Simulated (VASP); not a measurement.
Here is a VASP 6.6.1 calculation.

Contents of INCAR:

```
ALGO = Fast
EDIFF = 1E-6
ENCUT = 520
ISIF = 2
ISMEAR = -1
LASPH = True
LCHARG = True
LELF = True
LREAL = False
LVHAR = True
LWAVE = False
NBANDS = 14
NELM = 100
PREC = Accurate
SIGMA = 0.05
```

KPOINTS

```
k-points
0
Gamma
  9 9 9
```

File POSCAR:

```
Bi
1.0
   -1.9945529707      1.9945529707      1.9945529707
    1.9945529707     -1.9945529707      1.9945529707
    1.9945529707      1.9945529707     -1.9945529707
Bi
1
Direct
    0.0000000000      0.0000000000      0.0000000000
```

Potentials or basis: VASP PAW LDA potentials, release 64 (Bi_d).

Run with:

```bash
$ cat potpaw_LDA.64/Bi_d/POTCAR > POTCAR
$ mpirun -np 1 vasp_std > vasp.out
```

Question: Predict the pressure.

Answer: -4.1 GPa.
